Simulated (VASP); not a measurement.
A run of VASP 6.6.1:

The input INCAR:

```
SYSTEM = SiH6CO2
PREC = Accurate ; ENCUT = 520
EDIFF = 1E-6 ; ISMEAR = -1
SIGMA = 0.02 ; LREAL = .FALSE.
LASPH = .TRUE. ; NELM = 120
ALGO = Normal ; ISIF = 2
LWAVE = .FALSE. ; LCHARG = .FALSE.
GGA = PE ; NBANDS = 60
GGA_COMPAT = .FALSE.
```

The input KPOINTS:

```
Automatic mesh
0
G
  1 1 1
  0 0 0
```

The input POSCAR:

```
SiH6CO2
1.0
    7.9973950000      0.0000000000      0.0000000000
    0.0000000000      7.9973950000      0.0000000000
    0.0000000000      0.0000000000      7.9973950000
O C H Si
6 3 18 3
Direct
    0.4625881303      0.5742494900     -0.0980194176
    0.6718562732      0.7275494083      0.0167679601
    0.8023362607      0.5183062735      0.4245632484
    0.9363549006      0.2934830654      0.5126669372
    0.0482282043      1.0354496683     -0.0900793321
    0.0769125446      0.7550833740     -0.0566434445
    0.5689602677      0.6194141967      0.0162302850
    0.8236557029      0.3863883177      0.5288972222
    0.0479281066      0.8909776246      0.0022757410
    0.4690402312      0.6499616438     -0.1874610420
    0.5471156545      0.5390505283      0.1279166529
    0.8866512158      0.5131921082      0.3384226989
    0.7323009555      0.3883264488      0.6343565624
    0.0638457898      0.9941987360     -0.2023909035
    0.0049391083      0.9107340578      0.1307300690
    0.4229127110     -0.0303223737      0.9035192084
    0.6647414564      0.1543877725      0.9606002955
    0.6145126007      0.0664841489      0.6748947626
    0.4392555326      0.2672870353      0.7973596402
    0.3210045271      0.7953214766      0.4820194576
    0.0406882491      0.8036491883      0.3451498894
    0.1226274306      0.6050345144      0.5702481871
    0.0780504152      0.9219627141      0.5960440869
    0.4183737329      0.4033563429      0.4019933991
    0.3314829391      0.1263911561      0.5182437531
    0.2946959604      0.1810464533      0.2114438514
    0.5708608866      0.1401956512      0.3387478048
    0.5294849135      0.1021207531      0.8381104097
    0.1468353132      0.7758901492      0.5063398769
    0.3968042094      0.2109686967      0.3690826825
```

Potentials or basis: VASP PAW PBE potentials, release 64 (O, C, H, Si).

The run is started by

```sh
$ cat potpaw_PBE.64/O/POTCAR potpaw_PBE.64/C/POTCAR potpaw_PBE.64/H/POTCAR potpaw_PBE.64/Si/POTCAR > POTCAR
$ mpirun -np 1 vasp_gam > vasp.out
```

Hardware: 1 thread of Intel(R) Xeon(R) 6975P-C (Granite Rapids) (shared host).

Problem. Estimate the wall time of this run.

Solution. Wall time 37 s on 1 thread of Intel(R) Xeon(R) 6975P-C (Granite Rapids), on a shared host, peak memory 0.49 GiB. Counts: scf iterations 17, k points 1.
